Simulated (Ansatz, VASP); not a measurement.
## CsCl: VASP beside Ansatz

The input POSCAR:

```
CsCl
1.0
    3.9168500000      0.0000000000      0.0000000000
    0.0000000000      3.9168500000      0.0000000000
    0.0000000000      0.0000000000      3.9168500000
Cs Cl
1 1
Direct
    0.0000000000      0.0000000000      0.0000000000
    0.5000000000      0.5000000000      0.5000000000
```

The input INCAR.step1:

```
SYSTEM = CsCl
PREC     = Accurate       ! precision mode
ENCUT    = 550            ! plane-wave cutoff, eV
ISMEAR   = 0              ! smearing method
SIGMA    = 0.05           ! smearing width, eV
LREAL    = .False.        ! projectors in reciprocal space
LASPH    = .True.         ! aspherical terms in the spheres
NELM     = 120            ! most SCF steps
NBANDS   = 15             ! bands
GGA      = PE             ! functional
ALGO     = Normal         ! electronic algorithm
EDIFF    = 1E-5           ! SCF threshold, eV
LWAVE    = .True.         ! write WAVECAR
LCHARG   = .False.        ! write CHGCAR
GGA_COMPAT= .False.
```

INCAR.step2

```
SYSTEM = CsCl
PREC     = Accurate       ! precision mode
ENCUT    = 550            ! plane-wave cutoff, eV
EDIFF    = 1E-6           ! SCF threshold, eV
ISMEAR   = 0              ! smearing method
SIGMA    = 0.05           ! smearing width, eV
LREAL    = .False.        ! projectors in reciprocal space
LASPH    = .True.         ! aspherical terms in the spheres
NELM     = 120            ! most SCF steps
ALGO     = Normal         ! electronic algorithm
ISIF     = 2              ! what is computed and relaxed
LWAVE    = .False.        ! write WAVECAR
LCHARG   = .True.         ! write CHGCAR
METAGGA  = R2SCAN         ! meta-GGA
LMIXTAU  = .True.       
LELF     = .True.         ! ELF
LVHAR    = .True.       
NBANDS   = 15             ! bands
ISTART   = 1            
GGA_COMPAT= .False.
```

File KPOINTS:

```
Automatic mesh
0
Gamma
  6 6 6
  0 0 0
```

Input for Ansatz:

```yaml
crystal:
  lattice:
    - [3.91685, 0.0, 0.0]
    - [0.0, 3.91685, 0.0]
    - [0.0, 0.0, 3.91685]
  atoms:
    - { symbol: Cs, position: [0.0, 0.0, 0.0] }
    - { symbol: Cl, position: [0.5, 0.5, 0.5] }
basis:
  ecutwfc: 500
kpoints:
  mp_grid: { grid: [6, 6, 6] }
hamiltonian:
  xc: r2scan
scf:
  occupations: { method: gaussian, width: 0.05 }
output:
  forces: true
  stress: true
  eigenvalues: true
  write_density: true
  write_potential: true
  elf: true
  volumetric_format: npy
```

Change from the starting cell: strain -0.050 along x and y, -0.050 along z, atoms carried along.

Alike in both runs: task single point; functional r2SCAN; k mesh 6 × 6 × 6; occupations gaussian, width 0.05 eV; no spin polarisation.

|  | VASP | Ansatz |
| --- | --- | --- |
| version | VASP 6.6.1 | Ansatz 0.2.0 |
| potentials or method | VASP PAW PBE potentials, release 64 (Cs_sv, Cl), cutoff 550 eV | scalar-relativistic, plane waves, PAW |
| valence electrons in the cell | 16 | 16 |

Ansatz gave:

- gap on the k mesh at the Fermi level (eV): 5.68
- least direct gap on the mesh (eV): 5.68
- pressure (GPa): 4.7

Problem. What did VASP give for the same quantities?

Solution. gap on the k mesh at the Fermi level (eV): 5.68; least direct gap on the mesh (eV): 5.68; pressure (GPa): 4.8.

VASP's potentials were made for PBE, not for r2SCAN.

Neither program's run includes spin-orbit coupling.
